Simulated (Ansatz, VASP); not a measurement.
## One calculation of B3C, two programs

```
B C
1.0
     0.00000    2.90093    2.90093
     2.90093    0.00000    2.90093
     2.90093    2.90093    0.00000
B C
6 2
Cartesian
  4.3509 2.9009 2.9009
  1.4509 2.9009 2.9009
  2.9009 4.3509 2.9009
  2.9009 1.4509 2.9009
  2.9009 2.9009 4.3509
  2.9009 2.9009 1.4509
  1.4505 1.4505 1.4505
  4.3514 4.3514 4.3514
```

Alike in both runs: functional PBE; k mesh 4 × 4 × 4; occupations gaussian, width 0.2 eV; no spin polarisation.

Ansatz relaxed the structure, and its values are those at the end. VASP's run is a single point on that final structure, the one shown.

|  | VASP | Ansatz |
| --- | --- | --- |
| version | VASP 6.6.1 | Ansatz 0.2.0 |
| potentials or method | VASP PAW PBE potentials, release 64 (B, C), cutoff 600 eV | scalar-relativistic, plane waves, PAW |
| valence electrons in the cell | 26 | 26 |

|  | VASP | Ansatz | Ansatz less VASP |
| --- | --- | --- | --- |
| gap on the k mesh at the Fermi level (eV) | none | none | - |
| pressure (GPa) | -0.6 | -0.6 | +0.06 |

A gap of «none» marks a metal or a gap that the smearing closes. With one functional, cell and mesh, what is left measures potentials, basis and numerics.

The k mesh is coarse, so the values compare programs but aren't converged.
